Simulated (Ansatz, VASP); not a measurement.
La2SiF: VASP beside Ansatz

File INCAR:

```
PREC     = Accurate       # precision mode
ENCUT    = 520            # plane-wave cutoff, eV
EDIFF    = 1E-6           # SCF threshold, eV
ISMEAR   = 0              # smearing method
SIGMA    = 0.1            # smearing width, eV
LREAL    = F              # projectors in reciprocal space
LASPH    = T              # aspherical terms in the spheres
NELM     = 80             # most SCF steps
ALGO     = Normal         # electronic algorithm
ISIF     = 2              # what is computed and relaxed
LWAVE    = F              # write WAVECAR
LCHARG   = F              # write CHGCAR
GGA      = PE             # functional
NBANDS   = 43             # bands
```

The input KPOINTS:

```
regular mesh
0
Gamma
  4 4 2
```

Contents of POSCAR:

```
La2SiF
1.0
    4.1402801400      0.0000000000      0.0000000000
    0.0000000000      4.1402801400      0.0000000000
    0.0000000000      0.0000000000      9.4896507600
La Si F
4 2 2
Direct
    0.5000000000      0.5000000000      0.0000000000
    0.0000000000      0.0000000000      0.0000000000
    0.0000000000      0.5000000000      0.3393414000
    0.5000000000      0.0000000000      0.6606586000
    0.5000000000      0.5000000000      0.5000000000
    0.0000000000      0.0000000000      0.5000000000
    0.0000000000      0.5000000000      0.7535074400
    0.5000000000      0.0000000000      0.2464925600
```

Input for Ansatz:

```yaml
crystal:
  lattice:
    - [4.14028014, 0.0, 0.0]
    - [0.0, 4.14028014, 0.0]
    - [0.0, 0.0, 9.48965076]
  atoms:
    - { symbol: La, position: [0.5, 0.5, 0.0] }
    - { symbol: La, position: [0.0, 0.0, 0.0] }
    - { symbol: La, position: [0.0, 0.5, 0.3393414] }
    - { symbol: La, position: [0.5, 0.0, 0.6606586] }
    - { symbol: Si, position: [0.5, 0.5, 0.5] }
    - { symbol: Si, position: [0.0, 0.0, 0.5] }
    - { symbol: F, position: [0.0, 0.5, 0.75350744] }
    - { symbol: F, position: [0.5, 0.0, 0.24649256] }
basis:
  ecutwfc: 420
kpoints:
  mp_grid: { grid: [4, 4, 2] }
hamiltonian:
  xc: pbe
scf:
  occupations: { method: gaussian, width: 0.1 }
  lower_state_search: "off"
output:
  forces: true
  stress: true
  eigenvalues: true
```

Change from the starting cell: species swapped into the TmCuSb2 type (P4/nmm, No. 129).

Alike in both runs: task single point; functional PBE; k mesh 4 × 4 × 2; occupations gaussian, width 0.1 eV; no spin polarisation.

|  | VASP | Ansatz |
| --- | --- | --- |
| version | VASP 6.6.1 | Ansatz 0.2.0 |
| potentials or method | VASP PAW PBE potentials, release 64 (La, Si, F), cutoff 520 eV | scalar-relativistic, plane waves, PAW |
| valence electrons in the cell | 66 | 66 |

VASP gave:

| Quantity | Value |
| --- | --- |
| gap on the k mesh at the Fermi level (eV) | none |
| pressure (GPa) | 17.6 |
| traceless stress, the component that is largest in VASP (GPa) | 2.84 |
| rms of the force components (eV/Å) | 1.406 |

Q: What did Ansatz give for the same quantities?

A: gap on the k mesh at the Fermi level (eV): none; pressure (GPa): 17.7; traceless stress, the component that is largest in VASP (GPa): 2.87; rms of the force components (eV/Å): 1.408.

Atom by atom the forces differ by 0.002 eV/Å (rms over components). A gap of «none» marks a metal or a gap that the smearing closes. With one functional, cell and mesh, what is left measures potentials, basis and numerics.

The k mesh is coarse, so the values compare programs but aren't converged. Neither program's run includes spin-orbit coupling.
